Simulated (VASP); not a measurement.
Set up this calculation in VASP 6.6.1, as the native input.

```yaml
Task: relaxation of shape and atoms at fixed volume
Functional: PBE
Potentials_or_basis: VASP PAW PBE potentials, release 64 (Pb_d)
Cutoff: 600 eV
k_mesh: 10 × 10 × 3
Occupations: fermi-dirac, width 0.1 eV
Spin: no spin polarisation
Dipole_correction: no
Further_INCAR_settings: ALGO = Normal; EDIFF = 1e-06; IBRION = 2; EDIFFG = -0.005; NSW = 50; ISIF = 4
```

The structure of Pb lies in POSCAR:

```
Pb
1.0
    3.2466326336      0.0000000000      0.0000000000
   -1.6233163168      2.8116663374      0.0000000000
    0.0000000000      0.0000000000     10.4917399181
Pb
4
Direct
    0.0000000000      0.0000000000      0.0000000000
    0.0000000000      0.0000000000      0.5000000000
    0.3333333333      0.6666666667      0.2500000000
    0.6666666667      0.3333333333      0.7500000000
```

This isn't the form of Pb at room conditions, which is fcc.

These files were run (other wordings do the same):

INCAR

```
SYSTEM = Pb
  PREC = Accurate
  ENCUT = 600
  EDIFF = 1E-6
  ISMEAR = -1
  SIGMA = 0.1
  LREAL = .FALSE.
  LASPH = .TRUE.
  NELM = 80
  ALGO = Normal
  ISIF = 4
  LWAVE = .FALSE.
  LCHARG = .FALSE.
  GGA = PE
  IBRION = 2
  NSW = 50
  EDIFFG = -0.005
```

KPOINTS

```
Automatic mesh
0
G
  10 10 3
  0 0 0
```

Potentials or basis: VASP PAW PBE potentials, release 64 (Pb_d).

The run is started by

```sh
$ cat potpaw_PBE.64/Pb_d/POTCAR > POTCAR
$ mpirun -np 1 vasp_std > vasp.out
```

It gave:

| Property | Result |
| --- | --- |
| Energy gained by relaxing | 0.8 meV/atom |
| Ionic steps | 2 |
| Pressure after relaxing | 22.8 GPa |
| Band gap on the k mesh | zero (bands 28 and 29 overlap by 9.11 eV) |

Caveat: spin-orbit coupling is left out, which moves the levels of the heavy elements.

Run time: 73 s on 1 thread of Intel(R) Xeon(R) 6975P-C (Granite Rapids), with other jobs on the host, peak memory 0.29 GiB.
